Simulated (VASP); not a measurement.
# Li (P6_3/mmc) in VASP: notebook

Li is run at these levels: PBEsol; tasks: single point, relaxation of cell and atoms.

Program: VASP 6.6.1. These are calculated values, not measurements. Logs are shortened: lines on timing, memory, paths and dates and some standing lists are left out, and cuts for length are marked.

**1. The cell of the first run**

The structure is hexagonal, space group P6_3/mmc (No. 194). The conventional cell has a = 3.058 Å, b = 3.058 Å, c = 9.965 Å, α = 90.00°, β = 90.00°, γ = 120.00°. Within 4.0 Å of Li (site symmetry -3m) lie 12 Li at 3.05 to 3.06 Å. Li (site symmetry -6m2) has 12 Li at 3.05 to 3.06 Å within 4.0 Å.

This isn't the form of Li at room conditions, which is bcc.

**2. Single point, PBEsol**

INCAR reads:

```
PREC = Accurate
ENCUT = 520
EDIFF = 1E-6
ISMEAR = -1
SIGMA = 0.1
LREAL = False
LASPH = True
NELM = 80
ALGO = Normal
ISIF = 2
LWAVE = False
LCHARG = True
GGA = PS
LELF = True
LVHAR = True
NBANDS = 14
```

KPOINTS reads:

```
Automatic mesh
0
Gamma
  16 16 5
```

POSCAR reads:

```
Li
1.0
    3.0583375306      0.0000000000      0.0000000000
   -1.5291687653      2.6485979949      0.0000000000
    0.0000000000      0.0000000000      9.9649218466
Li
4
Direct
    1.0000000000      0.0000000000      1.0000000000
    1.0000000000      1.0000000000      0.5000000000
    0.3333333333      0.6666666667      0.2500000000
    0.6666666667      0.3333333333      0.7500000000
```

Potentials or basis: VASP PAW PBE potentials, release 64 (Li_sv).

Launch:

```
$ cat potpaw_PBE.64/Li_sv/POTCAR > POTCAR
$ mpirun -np 1 vasp_std > vasp.out
```

OUTCAR:

```text
PREC = Accurate
   ENCUT = 520
   EDIFF = 1E-6
   ISMEAR = -1
   LREAL = False
   LASPH = True
   NELM = 80
   ISIF = 2
   GGA = PS

 ion  position               nearest neighbor table
   1  0.000  0.000  0.000-
   2  0.000  0.000  0.500-
   3  0.333  0.667  0.250-
   4  0.667  0.333  0.750-

  LATTYP: Found a hexagonal cell.
 ALAT       =     3.0583375306
 C/A-ratio  =     3.2582806008

  Lattice vectors:

 A1 = (   3.0583375306,   0.0000000000,   0.0000000000)
 A2 = (  -1.5291687653,   2.6485979949,   0.0000000000)
 A3 = (   0.0000000000,   0.0000000000,   9.9649218466)

Analysis of symmetry for initial positions (statically):
=====================================================================
 Subroutine PRICEL returns:
 Original cell was already a primitive cell.

 Routine SETGRP: Setting up the symmetry group for a
 hexagonal supercell.

 Subroutine GETGRP returns: Found 24 space group operations
 (whereof 12 operations were pure point group operations)
 out of a pool of 24 trial point group operations.

The static configuration has the point symmetry D_3d.
 The point group associated with its full space group is D_6h.

Analysis of symmetry for dynamics (positions and initial velocities):
=====================================================================
 Subroutine PRICEL returns:
 Original cell was already a primitive cell.

 Routine SETGRP: Setting up the symmetry group for a
 hexagonal supercell.

 Subroutine GETGRP returns: Found 24 space group operations
 (whereof 12 operations were pure point group operations)
 out of a pool of 24 trial point group operations.

The dynamic configuration has the point symmetry D_3d.
 The point group associated with its full space group is D_6h.

 Subroutine INISYM returns: Found 24 space group operations
 (whereof 12 operations are pure point group operations),
 and found     1 'primitive' translations

----------------------------------------------------------------------------------------

                                     Primitive cell

  volume of cell :      80.7189

  direct lattice vectors                    reciprocal lattice vectors
     3.058337531  0.000000000  0.000000000     0.326975028  0.188779120  0.000000000
    -1.529168765  2.648597995  0.000000000     0.000000000  0.377558241  0.000000000
     0.000000000  0.000000000  9.964921847     0.000000000  0.000000000  0.100352016

  length of vectors
[... 92 lines left out ...]
   ISIF   =      2    stress and relaxation
   ISYM   =      2    0-nonsym 1-usesym 2-fastsym
   POTIM  = 0.5000    time-step for ionic-motion
   TEBEG  =    0.0;   TEEND  =   0.0 temperature during run
   PSTRESS=    0.0 pullay stress
   NELECT =      12.0000    total number of electrons
   NUPDOWN=      -1.0000    fix difference up-down
   EMIN   =  10.00;   EMAX   =-10.00  energy-range for DOS
   EFERMI =   0.00;   METHOD = LEGACY
   ISMEAR =    -1;   SIGMA  =   0.10  broadening in eV -4-tet -1-fermi 0-gaus
   EFERMI_NEDOS =   21; number of points for ismear=-14 and -15
   IALGO  =     38    algorithm
   IMIX   =      4    mixing-type and parameters
     AMIX     =   0.40;   BMIX     =  1.00
     AMIX_MAG =   1.60;   BMIX_MAG =  1.00
  volume/ion in A,a.u.               =      20.18       136.18
  Fermi-wavevector in a.u.,A,eV,Ry     =   0.867248  1.638862 10.233209  0.752120
  Thomas-Fermi vector in A             =   1.985755
   LORBIT       =      0    0 simple, 1 ext, 2 COOP (PROOUT), +10 PAW based schemes
   GGA     = PS    functional components
   LHFCALC =     F    Hartree Fock is set to
   AEXX    =    0.0000 exact exchange contribution
   IVDW    =     0    specifies the selected vdW correction
   LEPSILON=     F    determine dielectric tensor
   LRPA    =     F    only Hartree local field effects (RPA)
 non-spin polarized calculation
  energy-cutoff  :      520.00
  volume of cell :       80.72
 maximum number of plane-waves:      2209
 NGX is ok and might be reduce to    24
   NGX = 11   NGY = 11   NGZ = 37

 number of electron      11.9999999 magnetization

 Free energy of the ion-electron system (eV)
  ---------------------------------------------------
  ext. energy  EPLUGINS =         0.00000000
  ---------------------------------------------------
  free energy    TOTEN  =        -7.90336520 eV

  energy without entropy =       -7.84200620  energy(sigma->0) =       -7.87268570

 E-fermi :   0.6308     XC(G=0):  -7.0285

 val. band max:        0.6099664450   @ k =   0.3750   0.1250   0.4000
 cond. band min:       0.6325693970   @ k =   0.0000   0.0000   0.0000
 fundamental gap:      0.0226029520
 Fermi energy:         0.6307896895

 k-point     1 :       0.0000    0.0000    0.0000
  band No.  band energies     occupation
      1     -45.2653      2.00000
      2     -45.2558      2.00000
      3     -45.2551      2.00000
      4     -45.2457      2.00000
      5      -2.9215      2.00000
      6      -1.8038      2.00000
      7      -1.8030      2.00000
      8       0.6326      0.99110
      9       3.6062      0.00000
     10       8.6802      0.00000
     11       8.6854      0.00000
     12      13.1918      0.00000
     13      13.1918      0.00000
     14      13.7737      0.00000
[... 377 lines left out ...]
      1     -45.2487      2.00000
      2     -45.2446      2.00000
      3     -45.2438      2.00000
      4     -45.2397      2.00000
      5      -0.6152      1.99999
      6       0.4939      1.59452
      7       0.5026      1.56539
      8       3.6246      0.00000
      9       3.8983      0.00000
     10       5.5085      0.00000
     11       6.1939      0.00000
     12       6.2629      0.00000
     13       7.0564      0.00000
     14       8.1851      0.00000

 [... further k-points ...]
[... 5 lines left out ...]
  --------------------------------------------------------------------------------------
  -------------------------------------------------------------------------------------
  Total       -0.0493446     -0.0493446      0.0041752      0.0000000      0.0000000      0.0000000
  in kB       -0.9794332     -0.9794332      0.0828722      0.0000000      0.0000000      0.0000000
  external PRESSURE =      -0.6253314 kB  Pullay stress =       0.0000000 kB

 VOLUME and BASIS-vectors are now :
 -----------------------------------------------------------------------------
  energy-cutoff  :      520.00
  volume of cell :       80.72
      direct lattice vectors                 reciprocal lattice vectors
     3.058337531  0.000000000  0.000000000     0.326975028  0.188779120  0.000000000
    -1.529168765  2.648597995  0.000000000     0.000000000  0.377558241  0.000000000
     0.000000000  0.000000000  9.964921847     0.000000000  0.000000000  0.100352016

 POSITION                                       TOTAL-FORCE (eV/Angst)
 -----------------------------------------------------------------------------------
      0.00000      0.00000      0.00000        -0.000000      0.000000     -0.000000
      0.00000      0.00000      4.98246        -0.000000      0.000000     -0.000000
     -0.00000      1.76573      2.49123         0.000000     -0.000000      0.000000
      1.52917      0.88287      7.47369        -0.000000      0.000000      0.000000
 -----------------------------------------------------------------------------------
    total drift:                               -0.000000      0.000000     -0.000000

  FREE ENERGIE OF THE ION-ELECTRON SYSTEM (eV)
  ---------------------------------------------------
  free  energy   TOTEN  =        -7.9033651982 eV

  energy  without entropy=       -7.8420062035  energy(sigma->0) =       -7.87268570
```

stdout:

```text
POSCAR found type information on POSCAR Li
 POSCAR found :  1 types and       4 ions
 scaLAPACK will be used
 -----------------------------------------------------------------------------
|                                                                             |
|                                                                             |
|     You enforced a specific xc type in the INCAR file but a different       |
|     I HOPE YOU KNOW WHAT YOU ARE DOING!                                     |
|                                                                             |
 -----------------------------------------------------------------------------

 LDA part: xc-table for (Slater+PW92), standard interpolation
 POSCAR, INCAR and KPOINTS ok, starting setup
 FFT: planning ... GRIDC
 FFT: planning ... GRID_SOFT
 FFT: planning ... GRID
 WAVECAR not read
 entering main loop
```

Wall time 2.5 min (1 thread of AMD EPYC, shared host); peak memory 0.19 GiB.

Results:

| Item | Value |
| --- | --- |
| Free energy | -7.9034 eV |
| Band gap on the k mesh | zero (bands 6 and 7 overlap by 4.12 eV) |

Levels at points of the mesh, in eV from the Fermi level:
```csv
k point,band 4,band 5,band 6,band 7,band 8,band 9
"(0.00, 0.00, 0.00)",-45.88,-3.55,-2.43,-2.43,0.00,2.98
"(0.50, 0.00, 0.00)",-45.87,-0.05,0.50,0.69,1.28,3.37
```

Caveat: the cutoff is under 1.25 times the usual one of these potentials, so pressure, stress and relaxed cells hold a basis-set (Pulay) error; the PAW data sets were made with another functional, which shifts forces and pressure a little.

**3. Relaxation of cell and atoms, PBEsol**

This run uses another cell than the first one, of 21.61 Å³/atom.

INCAR reads:

```
SYSTEM = Li
ALGO = Normal ; EDIFF = 1E-7
EDIFFG = -0.01 ; ENCUT = 600
GGA = PS ; IBRION = 2
ISIF = 3 ; ISMEAR = -1
LASPH = .True. ; LCHARG = .False.
LREAL = .False. ; LWAVE = .False.
NELM = 80 ; NSW = 80
PREC = Accurate ; SIGMA = 0.1
```

KPOINTS reads:

```
k-points
0
Gamma
  12 12 3
  0 0 0
```

POSCAR reads:

```
Li
1.0
    3.1264265076      0.0000000000      0.0000000000
   -1.5632132538      2.7075647787      0.0000000000
    0.0000000000      0.0000000000     10.2109089739
Li
4
Direct
    0.0000000000      0.0000000000      0.0000000000
    0.0000000000      0.0000000000      0.5000000000
    0.3333333333      0.6666666667      0.2500000000
    0.6666666667      0.3333333333      0.7500000000
```

Potentials or basis: VASP PAW PBE potentials, release 64 (Li_sv).

Launch:

```
$ cat potpaw_PBE.64/Li_sv/POTCAR > POTCAR
$ mpirun -np 1 vasp_std > vasp.out
```

Run time: 4.7 min. Hardware: 1 thread of AMD EPYC, shared host; peak memory 0.21 GiB.

It converged, with:

```yaml
Free_energy: -7.9124 eV
Relaxed_volume: 19.97 Å³/atom
Relaxed_cell: a = 3.047 Å, b = 3.047 Å, c = 9.935 Å, α = 90.00°, β = 90.00°, γ = 120.00°
Space_group_after_relaxing_to_0.1_Å: P6_3/mmc (No. 194)
Energy_gained_by_relaxing: 5.0 meV/atom
Ionic_steps: 4
Pressure_after_relaxing: 0.0 GPa
Band_gap_on_the_k_mesh: zero (bands 6 and 7 overlap by 4.03 eV)
```

The path:
```tsv
step	energy change (eV)	largest force (eV/Å)	pressure (GPa)	volume (Å³)
1	0.0000	0.0000	-0.92	86.44
2	-0.0080	0.0000	-0.73	84.89
3	-0.0197	0.0000	-0.11	80.57
4	-0.0199	0.0000	0.01	79.87
```

Final structure:
```xyz
4
Lattice="3.0468 0.0000 0.0000 -1.5234 2.6386 0.0000 0.0000 0.0000 9.9355" Properties=species:S:1:pos:R:3 pbc="T T T"
Li    0.0000    0.0000    9.9355
Li    0.0000    0.0000    4.9677
Li    0.0000    1.7591    2.4839
Li    1.5234    0.8795    7.4516
```

Levels at points of the mesh, in eV from the Fermi level:
| k point | band 3 | band 4 | band 5 | band 6 | band 7 | band 8 | band 9 | band 10 |
| --- | --- | --- | --- | --- | --- | --- | --- | --- |
| (0.00, 0.00, 0.00) | -45.83 | -45.82 | -3.54 | -2.42 | -2.42 | 0.02 | 3.03 | 8.13 |
| (0.50, 0.00, 0.00) | -45.82 | -45.82 | -0.02 | 0.53 | 0.73 | 1.31 | 3.43 | 3.48 |

Caveat: the cutoff is under 1.25 times the usual one of these potentials, so pressure, stress and relaxed cells hold a basis-set (Pulay) error; the PAW data sets were made with another functional, which shifts forces and pressure a little.

The gap in the log of VASP goes by the Fermi energy; the results here count the filled bands.